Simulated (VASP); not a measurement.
# ZrN (I4/mmm) in VASP: further runs

Runs on ZrN. Level: PBE. Tasks: relaxation of the atoms.

Program: VASP 6.6.1. These are calculated values, not measurements. Logs are shortened: lines on timing, memory, paths and dates and some standing lists are left out, and cuts for length are marked.

## (1) The cell of the first run

The structure is tetragonal, space group I4/mmm (No. 139). Conventional cell: a = 3.230 Å, b = 3.230 Å, c = 4.523 Å, α = 90.00°, β = 90.00°, γ = 90.00°. Within 3.0 Å of Zr (site symmetry 4/mmm) lie 6 N at 2.26 to 2.28 Å. Within 3.0 Å of N (site symmetry 4/mmm) lie 6 Zr at 2.26 to 2.28 Å.

## (2) Relaxation of the atoms, PBE (z stretched by -1 %)

File INCAR:

```
PREC = Accurate
ENCUT = 520
EDIFF = 1E-7
ISMEAR = -1
SIGMA = 0.05
LREAL = F
LASPH = T
NELM = 120
ALGO = Normal
ISIF = 2
LWAVE = F
LCHARG = F
GGA = PE
IBRION = 2
NSW = 80
EDIFFG = -0.02
GGA_COMPAT = F
NELMIN = 4
```

File KPOINTS:

```
Automatic mesh
0
Gamma
  18 18 18
```

File POSCAR:

```
ZrN
1.0
    0.0000000000      2.2842350000      2.2613926500
    2.2842350000      0.0000000000      2.2613926500
    2.2842350000      2.2842350000      0.0000000000
Zr N
1 1
Direct
    0.0000000000      0.0000000000      0.0000000000
    0.5000000000      0.5000000000      0.5000000000
```

Potentials or basis: VASP PAW PBE potentials, release 64 (Zr_sv, N).

Command:

```bash
$ cat potpaw_PBE.64/Zr_sv/POTCAR potpaw_PBE.64/N/POTCAR > POTCAR
$ mpirun -np 1 vasp_std > vasp.out
```

OUTCAR:

```text
PREC = Accurate
   ENCUT = 520
   EDIFF = 1E-7
   ISMEAR = -1
   LREAL = F
   LASPH = T
   NELM = 120
   ISIF = 2
   GGA = PE
   IBRION = 2
   NSW = 80
   EDIFFG = -0.02
   NELMIN = 4

 ion  position               nearest neighbor table
   1  0.000  0.000  0.000-   2 2.26   2 2.26   2 2.28   2 2.28   2 2.28   2 2.28
   2  0.500  0.500  0.500-   1 2.26   1 2.26   1 2.28   1 2.28   1 2.28   1 2.28

  LATTYP: Found a body centered tetragonal cell.
 ALAT       =     3.2303961166
 C/A-ratio  =     1.4000714267

  Lattice vectors:

 A1 = (   0.0000000000,  -2.2842350000,  -2.2613926500)
 A2 = (   0.0000000000,   2.2842350000,  -2.2613926500)
 A3 = (   2.2842350000,   0.0000000000,   2.2613926500)

Analysis of symmetry for initial positions (statically):
=====================================================================
 Subroutine PRICEL returns:
 Original cell was already a primitive cell.

 Routine SETGRP: Setting up the symmetry group for a
 body centered tetragonal supercell.

 Subroutine GETGRP returns: Found 16 space group operations
 (whereof 16 operations were pure point group operations)
 out of a pool of 16 trial point group operations.

The static configuration has the point symmetry D_4h.

Analysis of symmetry for dynamics (positions and initial velocities):
=====================================================================
 Subroutine PRICEL returns:
 Original cell was already a primitive cell.

 Routine SETGRP: Setting up the symmetry group for a
 body centered tetragonal supercell.

 Subroutine GETGRP returns: Found 16 space group operations
 (whereof 16 operations were pure point group operations)
 out of a pool of 16 trial point group operations.

The dynamic configuration has the point symmetry D_4h.

 Subroutine INISYM returns: Found 16 space group operations
 (whereof 16 operations are pure point group operations),
 and found     1 'primitive' translations

----------------------------------------------------------------------------------------

                                     Primitive cell

  volume of cell :      23.5987

  direct lattice vectors                    reciprocal lattice vectors
     0.000000000  2.284235000  2.261392650    -0.218891664  0.218891664  0.221102691
     2.284235000  0.000000000  2.261392650     0.218891664 -0.218891664  0.221102691
[... 93 lines left out ...]
   POTIM  = 0.5000    time-step for ionic-motion
   TEBEG  =    0.0;   TEEND  =   0.0 temperature during run
   PSTRESS=    0.0 pullay stress
   NELECT =      17.0000    total number of electrons
   NUPDOWN=      -1.0000    fix difference up-down
   EMIN   =  10.00;   EMAX   =-10.00  energy-range for DOS
   EFERMI =   0.00;   METHOD = LEGACY
   ISMEAR =    -1;   SIGMA  =   0.05  broadening in eV -4-tet -1-fermi 0-gaus
   EFERMI_NEDOS =   21; number of points for ismear=-14 and -15
   IALGO  =     38    algorithm
   IMIX   =      4    mixing-type and parameters
     AMIX     =   0.40;   BMIX     =  1.00
     AMIX_MAG =   1.60;   BMIX_MAG =  1.00
  volume/ion in A,a.u.               =      11.80        79.63
  Fermi-wavevector in a.u.,A,eV,Ry     =   1.467558  2.773283 29.303230  2.153727
  Thomas-Fermi vector in A             =   2.583161
   LORBIT       =      0    0 simple, 1 ext, 2 COOP (PROOUT), +10 PAW based schemes
   GGA     = PE    functional components
   LHFCALC =     F    Hartree Fock is set to
   AEXX    =    0.0000 exact exchange contribution
   IVDW    =     0    specifies the selected vdW correction
   LEPSILON=     F    determine dielectric tensor
   LRPA    =     F    only Hartree local field effects (RPA)
 conjugate gradient relaxation of ions
 non-spin polarized calculation
  energy-cutoff  :      520.00
  volume of cell :       23.60
 maximum number of plane-waves:       648
   NGX = 11   NGY = 11   NGZ = 13

 number of electron      16.9999999 magnetization

 Free energy of the ion-electron system (eV)
  ---------------------------------------------------
  ext. energy  EPLUGINS =         0.00000000
  ---------------------------------------------------
  free energy    TOTEN  =       -20.35377389 eV

  energy without entropy =      -20.34822964  energy(sigma->0) =      -20.35100176

 E-fermi :  12.2393     XC(G=0): -12.6134

 val. band max:       12.2339145801   @ k =   0.1111  -0.0000   0.0000
 cond. band min:      12.2714288287   @ k =   0.4444   0.1111   0.2222
 fundamental gap:      0.0375142486
 Fermi energy:        12.2393294625

 k-point     1 :       0.0000    0.0000    0.0000
  band No.  band energies     occupation
      1     -37.2942      2.00000
      2     -14.8953      2.00000
      3     -14.8953      2.00000
      4     -14.8897      2.00000
      5      -4.1227      2.00000
      6       9.5355      2.00000
      7       9.5355      2.00000
      8       9.5889      2.00000
      9      11.7985      1.99970
     10      11.7985      1.99970
     11      11.9025      1.99763
     12      13.8066      0.00000
[... 331 lines left out ...]
 k-point    24 :      -0.2222    0.0556    0.0000
  band No.  band energies     occupation
      1     -37.2190      2.00000
      2     -15.5174      2.00000
      3     -14.9776      2.00000
      4     -14.9310      2.00000
      5      -3.0744      2.00000
      6       6.5911      2.00000
      7       7.4685      2.00000
      8       7.9139      2.00000
      9      12.6814      0.00029
     10      12.9828      0.00000
     11      13.8390      0.00000
     12      16.3618      0.00000

 [... further k-points ...]

------------------------ aborting loop because EDIFF is reached ----------------------------------------

  FORCE on cell =-STRESS in cart. coord.  units (eV):
  Direction    XX          YY          ZZ          XY          YZ          ZX
  --------------------------------------------------------------------------------------
  -------------------------------------------------------------------------------------
  Total        0.8773126      0.8773126      1.5782581      0.0000000      0.0000000      0.0000000
  in kB       59.5631182     59.5631182    107.1521922      0.0000000      0.0000000      0.0000000
  external PRESSURE =      75.4261428 kB  Pullay stress =       0.0000000 kB

 VOLUME and BASIS-vectors are now :
 -----------------------------------------------------------------------------
  energy-cutoff  :      520.00
  volume of cell :       23.60
      direct lattice vectors                 reciprocal lattice vectors
     0.000000000  2.284235000  2.261392650    -0.218891664  0.218891664  0.221102691
     2.284235000  0.000000000  2.261392650     0.218891664 -0.218891664  0.221102691
     2.284235000  2.284235000  0.000000000     0.218891664  0.218891664 -0.221102691

 POSITION                                       TOTAL-FORCE (eV/Angst)
 -----------------------------------------------------------------------------------
      0.00000      0.00000      0.00000         0.000000     -0.000000      0.000000
      2.28423      2.28423      2.26139        -0.000000      0.000000      0.000000
 -----------------------------------------------------------------------------------
    total drift:                                0.000000     -0.000000     -0.000000

  FREE ENERGIE OF THE ION-ELECTRON SYSTEM (eV)
  ---------------------------------------------------
  free  energy   TOTEN  =       -20.3537738867 eV

  energy  without entropy=      -20.3482296426  energy(sigma->0) =      -20.35100176

 reached required accuracy - stopping structural energy minimisation
```

CONTCAR:

```text
ZrN
   1.00000000000000
     0.0000000000000000    2.2842349999999998    2.2613926499999999
     2.2842349999999998    0.0000000000000000    2.2613926499999999
     2.2842349999999998    2.2842349999999998    0.0000000000000000
  Zr              N
     1     1
Direct
     0.0000000000000000    0.0000000000000000    0.0000000000000000
     0.5000000000000000    0.5000000000000000    0.5000000000000000

  0.00000000E+00  0.00000000E+00  0.00000000E+00
  0.00000000E+00  0.00000000E+00  0.00000000E+00
```

Run time: 3 min. Hardware: 1 thread of Oxide Virtual Turin-like, shared host; peak memory 0.23 GiB.

What came out:

```
Free energy             : -20.3538 eV
Pressure after relaxing : 7.5 GPa
Band gap on the k mesh  : zero (an odd number of electrons rules out a gap without spin polarisation)
```

Stress tensor (GPa, compression positive):
```
 5.96  0.00  0.00
 0.00  5.96  0.00
 0.00  0.00 10.72
```

Final structure:
```
CELL_PARAMETERS angstrom
0.00000 2.28423 2.26139
2.28423 0.00000 2.26139
2.28423 2.28423 0.00000
ATOMIC_POSITIONS crystal
Zr 0.00000 0.00000 0.00000
N 0.50000 0.50000 0.50000
```

Caveat: the cell differs from its parent crystal (z stretched by -1 %); an odd number of electrons without spin polarisation forces a metal; a magnetic or distorted state may lie lower.

## (3) Relaxation of the atoms, PBE (z stretched by +1 %)

File INCAR:

```
  PREC = Accurate
  ENCUT = 520
  EDIFF = 1E-7
  ISMEAR = -1
  SIGMA = 0.05
  LREAL = False
  LASPH = True
  NELM = 120
  ALGO = Normal
  ISIF = 2
  LWAVE = False
  LCHARG = False
  GGA = PE
  IBRION = 2
  NSW = 80
  EDIFFG = -0.02
  GGA_COMPAT = False
  NELMIN = 4
```

KPOINTS is that of step 2.

File POSCAR:

```
ZrN
1.0
    0.0000000000      2.2842350000      2.3070773500
    2.2842350000      0.0000000000      2.3070773500
    2.2842350000      2.2842350000      0.0000000000
Zr N
1 1
Direct
    0.0000000000      0.0000000000      0.0000000000
    0.5000000000      0.5000000000      0.5000000000
```

Potentials or basis: VASP PAW PBE potentials, release 64 (Zr_sv, N).

Command:

```bash
$ cat potpaw_PBE.64/Zr_sv/POTCAR potpaw_PBE.64/N/POTCAR > POTCAR
$ mpirun -np 1 vasp_std > vasp.out
```

OUTCAR:

```text
PREC = Accurate
   ENCUT = 520
   EDIFF = 1E-7
   ISMEAR = -1
   LREAL = False
   LASPH = True
   NELM = 120
   ISIF = 2
   GGA = PE
   IBRION = 2
   NSW = 80
   EDIFFG = -0.02
   NELMIN = 4

 ion  position               nearest neighbor table
   1  0.000  0.000  0.000-   2 2.28   2 2.28   2 2.28   2 2.28   2 2.31   2 2.31
   2  0.500  0.500  0.500-   1 2.28   1 2.28   1 2.28   1 2.28   1 2.31   1 2.31

  LATTYP: Found a body centered tetragonal cell.
 ALAT       =     3.2303961166
 C/A-ratio  =     1.4283556980

  Lattice vectors:

 A1 = (  -2.2842350000,   0.0000000000,   2.3070773500)
 A2 = (   2.2842350000,   0.0000000000,   2.3070773500)
 A3 = (   0.0000000000,   2.2842350000,  -2.3070773500)

Analysis of symmetry for initial positions (statically):
=====================================================================
 Subroutine PRICEL returns:
 Original cell was already a primitive cell.

 Routine SETGRP: Setting up the symmetry group for a
 body centered tetragonal supercell.

 Subroutine GETGRP returns: Found 16 space group operations
 (whereof 16 operations were pure point group operations)
 out of a pool of 16 trial point group operations.

The static configuration has the point symmetry D_4h.

Analysis of symmetry for dynamics (positions and initial velocities):
=====================================================================
 Subroutine PRICEL returns:
 Original cell was already a primitive cell.

 Routine SETGRP: Setting up the symmetry group for a
 body centered tetragonal supercell.

 Subroutine GETGRP returns: Found 16 space group operations
 (whereof 16 operations were pure point group operations)
 out of a pool of 16 trial point group operations.

The dynamic configuration has the point symmetry D_4h.

 Subroutine INISYM returns: Found 16 space group operations
 (whereof 16 operations are pure point group operations),
 and found     1 'primitive' translations

----------------------------------------------------------------------------------------

                                     Primitive cell

  volume of cell :      24.0754

  direct lattice vectors                    reciprocal lattice vectors
     0.000000000  2.284235000  2.307077350    -0.218891664  0.218891664  0.216724420
     2.284235000  0.000000000  2.307077350     0.218891664 -0.218891664  0.216724420
     2.284235000  2.284235000  0.000000000     0.218891664  0.218891664 -0.216724420

  length of vectors
     3.246588276  3.246588276  3.230396117     0.377884368  0.377884368  0.377884368

  position of ions in fractional coordinates (direct lattice)
     0.000000000  0.000000000  0.000000000
     0.500000000  0.500000000  0.500000000

  ion indices of the primitive-cell ions
   primitive index   ion index
                 1           1
                 2           2

----------------------------------------------------------------------------------------

 KPOINTS: Automatic mesh

Automatic generation of k-mesh.
 Grid dimensions read from file:
[... 27 lines left out ...]
  0.277778 -0.000000  0.000000      8.000000
[... 16 lines left out ...]
 -0.277778  0.055556  0.000000      8.000000
 -0.222222  0.055556  0.000000      8.000000
 [... further k-points ...]
   k-points           NKPTS =    480   k-points in BZ     NKDIM =    480   number of bands    NBANDS=     12
   number of dos      NEDOS =    301   number of ions     NIONS =      2
   total plane-waves  NPLWV =  13824
   dimension x,y,z NGX =    24 NGY =   24 NGZ =   24
   dimension x,y,z NGXF=    48 NGYF=   48 NGZF=   48
   ions per type =               1   1
   NGX,Y,Z   is equivalent  to a cutoff of  12.29, 12.29, 12.35 a.u.
   NGXF,Y,Z  is equivalent  to a cutoff of  24.58, 24.58, 24.70 a.u.
 SYSTEM =  unknown system
   PREC   = accura    normal or accurate (medium, high low for compatibility)
   ISTART =      0    job   : 0-new  1-cont  2-samecut
   ICHARG =      2    charge: 1-file 2-atom 10-const
   ISPIN  =      1    spin polarized calculation?
   LNONCOLLINEAR =      F non collinear calculations
   LSORBIT =      F    spin-orbit coupling
   LASPH  =      T    aspherical Exc in radial PAW
   ENCUT  =  520.0 eV  38.22 Ry    6.18 a.u.   6.04  6.04  6.01*2*pi/ulx,y,z
   NELM   =    120;   NELMIN=  4; NELMDL= -5     # of ELM steps
   EDIFF  = 0.1E-06   stopping-criterion for ELM
   LREAL  =      F    real-space projection
   EDIFFG = -.2E-01   stopping-criterion for IOM
   NSW    =     80    number of steps for IOM
   IBRION =      2    ionic relax: 0-MD 1-quasi-New 2-CG
   NFREE  =      1    steps in history (QN), initial steepest desc. (CG)
   ISIF   =      2    stress and relaxation
   ISYM   =      2    0-nonsym 1-usesym 2-fastsym
   POTIM  = 0.5000    time-step for ionic-motion
   TEBEG  =    0.0;   TEEND  =   0.0 temperature during run
   PSTRESS=    0.0 pullay stress
   NELECT =      17.0000    total number of electrons
   NUPDOWN=      -1.0000    fix difference up-down
   EMIN   =  10.00;   EMAX   =-10.00  energy-range for DOS
   EFERMI =   0.00;   METHOD = LEGACY
   ISMEAR =    -1;   SIGMA  =   0.05  broadening in eV -4-tet -1-fermi 0-gaus
   EFERMI_NEDOS =   21; number of points for ismear=-14 and -15
   IALGO  =     38    algorithm
   IMIX   =      4    mixing-type and parameters
     AMIX     =   0.40;   BMIX     =  1.00
     AMIX_MAG =   1.60;   BMIX_MAG =  1.00
  volume/ion in A,a.u.               =      12.04        81.23
  Fermi-wavevector in a.u.,A,eV,Ry     =   1.457807  2.754855 28.915101  2.125200
  Thomas-Fermi vector in A             =   2.574565
   LORBIT       =      0    0 simple, 1 ext, 2 COOP (PROOUT), +10 PAW based schemes
   GGA     = PE    functional components
   LHFCALC =     F    Hartree Fock is set to
   AEXX    =    0.0000 exact exchange contribution
   IVDW    =     0    specifies the selected vdW correction
   LEPSILON=     F    determine dielectric tensor
   LRPA    =     F    only Hartree local field effects (RPA)
 conjugate gradient relaxation of ions
 non-spin polarized calculation
  energy-cutoff  :      520.00
  volume of cell :       24.08
 maximum number of plane-waves:       661
   NGX = 13   NGY = 13   NGZ = 13

 number of electron      16.9999998 magnetization

 Free energy of the ion-electron system (eV)
  ---------------------------------------------------
  ext. energy  EPLUGINS =         0.00000000
  ---------------------------------------------------
  free energy    TOTEN  =       -20.36859198 eV

  energy without entropy =      -20.36285568  energy(sigma->0) =      -20.36572383

 E-fermi :  11.9779     XC(G=0): -12.5081

 val. band max:       11.9616589374   @ k =  -0.1667   0.1667   0.0556
 cond. band min:      11.9784236378   @ k =  -0.2222   0.3889   0.2222
 fundamental gap:      0.0167647004
 Fermi energy:        11.9779230510

 k-point     1 :       0.0000    0.0000    0.0000
  band No.  band energies     occupation
      1     -37.6087      2.00000
      2     -15.2339      2.00000
      3     -15.2267      2.00000
      4     -15.2267      2.00000
      5      -4.2972      2.00000
      6       9.2894      2.00000
      7       9.3369      2.00000
      8       9.3369      2.00000
      9      11.5134      1.99982
     10      11.6148      1.99860
     11      11.6148      1.99860
     12      13.4823      0.00000
[... 331 lines left out ...]
 k-point    24 :      -0.2222    0.0556    0.0000
  band No.  band energies     occupation
      1     -37.5393      2.00000
      2     -15.8154      2.00000
      3     -15.3187      2.00000
      4     -15.2525      2.00000
      5      -3.2717      2.00000
      6       6.3967      2.00000
      7       7.2873      2.00000
      8       7.6445      2.00000
      9      12.4448      0.00018
     10      12.7445      0.00000
     11      13.5079      0.00000
     12      15.6463      0.00000

 [... further k-points ...]

------------------------ aborting loop because EDIFF is reached ----------------------------------------

  FORCE on cell =-STRESS in cart. coord.  units (eV):
  Direction    XX          YY          ZZ          XY          YZ          ZX
  --------------------------------------------------------------------------------------
  -------------------------------------------------------------------------------------
  Total        0.5326209      0.5326209     -0.0958939      0.0000000      0.0000000      0.0000000
  in kB       35.4450108     35.4450108     -6.3815779      0.0000000      0.0000000      0.0000000
  external PRESSURE =      21.5028145 kB  Pullay stress =       0.0000000 kB

 VOLUME and BASIS-vectors are now :
 -----------------------------------------------------------------------------
  energy-cutoff  :      520.00
  volume of cell :       24.08
      direct lattice vectors                 reciprocal lattice vectors
     0.000000000  2.284235000  2.307077350    -0.218891664  0.218891664  0.216724420
     2.284235000  0.000000000  2.307077350     0.218891664 -0.218891664  0.216724420
     2.284235000  2.284235000  0.000000000     0.218891664  0.218891664 -0.216724420

 POSITION                                       TOTAL-FORCE (eV/Angst)
 -----------------------------------------------------------------------------------
      0.00000      0.00000      0.00000         0.000000     -0.000000     -0.000000
      2.28423      2.28423      2.30708        -0.000000      0.000000      0.000000
 -----------------------------------------------------------------------------------
    total drift:                                0.000000     -0.000000     -0.000000

  FREE ENERGIE OF THE ION-ELECTRON SYSTEM (eV)
  ---------------------------------------------------
  free  energy   TOTEN  =       -20.3685919847 eV

  energy  without entropy=      -20.3628556835  energy(sigma->0) =      -20.36572383

 reached required accuracy - stopping structural energy minimisation
```

CONTCAR:

```text
ZrN
   1.00000000000000
     0.0000000000000000    2.2842349999999998    2.3070773500000001
     2.2842349999999998    0.0000000000000000    2.3070773500000001
     2.2842349999999998    2.2842349999999998    0.0000000000000000
  Zr              N
     1     1
Direct
     0.0000000000000000    0.0000000000000000    0.0000000000000000
     0.5000000000000000    0.5000000000000000    0.5000000000000000

  0.00000000E+00  0.00000000E+00  0.00000000E+00
  0.00000000E+00  0.00000000E+00  0.00000000E+00
```

Run time: 3.4 min. Hardware: 1 thread of Oxide Virtual Turin-like, shared host; peak memory 0.23 GiB.

What came out:

- Free energy: -20.3686 eV
- Pressure after relaxing: 2.2 GPa
- Band gap on the k mesh: zero (an odd number of electrons rules out a gap without spin polarisation)

Final structure:
```cif
data_structure
_symmetry_space_group_name_H-M 'P 1'
_symmetry_Int_Tables_number 1
_cell_length_a 3.2466
_cell_length_b 3.2466
_cell_length_c 3.2304
_cell_angle_alpha 60.165
_cell_angle_beta 60.165
_cell_angle_gamma 59.670
_cell_volume 24.08
loop_
_atom_site_label
_atom_site_type_symbol
_atom_site_fract_x
_atom_site_fract_y
_atom_site_fract_z
_atom_site_occupancy
Zr1 Zr 0.00000 0.00000 0.00000 1
N1 N 0.50000 0.50000 0.50000 1
```

Caveat: the cell differs from its parent crystal (z stretched by +1 %); an odd number of electrons without spin polarisation forces a metal; a magnetic or distorted state may lie lower.

The gap in the log of VASP goes by the Fermi energy; the results here count the filled bands.